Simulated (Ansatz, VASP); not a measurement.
One calculation of BaTiO3, two programs

```
Ba Ti O
1.0
     2.82767    1.63255    2.36409
    -2.82767    1.63255    2.36409
     0.00000   -3.26511    2.36409
Ba Ti O
1 1 3
Direct
  0.00000 0.00000 0.00000
  0.51400 0.51400 0.51400
  0.49160 0.49160 0.98150
  0.49160 0.98150 0.49160
  0.98150 0.49160 0.49160
```

Change from the starting cell: zz strain of +2 %.

Alike in both runs: task single point; functional PBE; k mesh 9 × 9 × 9; occupations fermi-dirac, width 0.05 eV; no spin polarisation.

|  | VASP | Ansatz |
| --- | --- | --- |
| version | VASP 6.6.1 | Ansatz 0.2.0 |
| potentials or method | VASP PAW PBE potentials, release 64 (Ba_sv, Ti_sv, O), cutoff 520 eV | all-electron LAPW, scalar-relativistic |

VASP gave:

| Quantity | Value |
| --- | --- |
| gap on the k mesh at the Fermi level (eV) | 2.33 |
| pressure (GPa) | 3.4 |
| traceless stress, the component that is largest in VASP (GPa) | -3.09 |
| rms of the force components (eV/Å) | 0.074 |

**Question.** What did Ansatz give for the same quantities?

**Answer.** gap on the k mesh at the Fermi level (eV): 2.37; pressure (GPa): 1.8; traceless stress, the component that is largest in VASP (GPa): -2.95; rms of the force components (eV/Å): 0.083.

Atom by atom the forces differ by 0.028 eV/Å (rms over components). Ansatz ran all-electron here, and VASP with PAW potentials.

Neither program's run includes spin-orbit coupling.
